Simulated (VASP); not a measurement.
A run of VASP 6.6.1:

File INCAR:

```
PREC     = Accurate       # precision mode
ENCUT    = 520            # plane-wave cutoff, eV
EDIFF    = 1E-6           # SCF threshold, eV
ISMEAR   = 0              # smearing method
SIGMA    = 0.1            # smearing width, eV
LREAL    = F              # projectors in reciprocal space
LASPH    = T              # aspherical terms in the spheres
NELM     = 60             # most SCF steps
ALGO     = Normal         # electronic algorithm
ISIF     = 2              # what is computed and relaxed
LWAVE    = F              # write WAVECAR
LCHARG   = F              # write CHGCAR
GGA      = PE             # functional
NBANDS   = 13             # bands
```

Contents of KPOINTS:

```
regular mesh
0
Gamma
  6 6 6
```

Contents of POSCAR:

```
Al2O
1.0
    0.0000000000      3.1295572198      2.9662501035
    2.5008082155      0.0000000000      2.9662501035
    2.5008082155      3.1295572198      0.0000000000
Al O
2 1
Direct
    0.5000000000      0.5000000000      0.0000000000
    0.0000000000      0.0000000000      0.5000000000
    0.0000000000      0.0000000000      0.0000000000
```

Potentials or basis: VASP PAW PBE potentials, release 64 (Al, O).

Command:

```sh
$ cat potpaw_PBE.64/Al/POTCAR potpaw_PBE.64/O/POTCAR > POTCAR
$ mpirun -np 1 vasp_std > vasp.out
```

Hardware: 1 thread of Intel(R) Xeon(R) Platinum 8259CL CPU @ 2.50GHz (Skylake/Cascade Lake), with other jobs on the host.

Problem. Estimate the wall time of this run.

Solution. It took 17 s on 1 thread of Intel(R) Xeon(R) Platinum 8259CL CPU @ 2.50GHz (Skylake/Cascade Lake), with other jobs on the host, peak memory 0.17 GiB. Counts: scf iterations 13, k points 46.
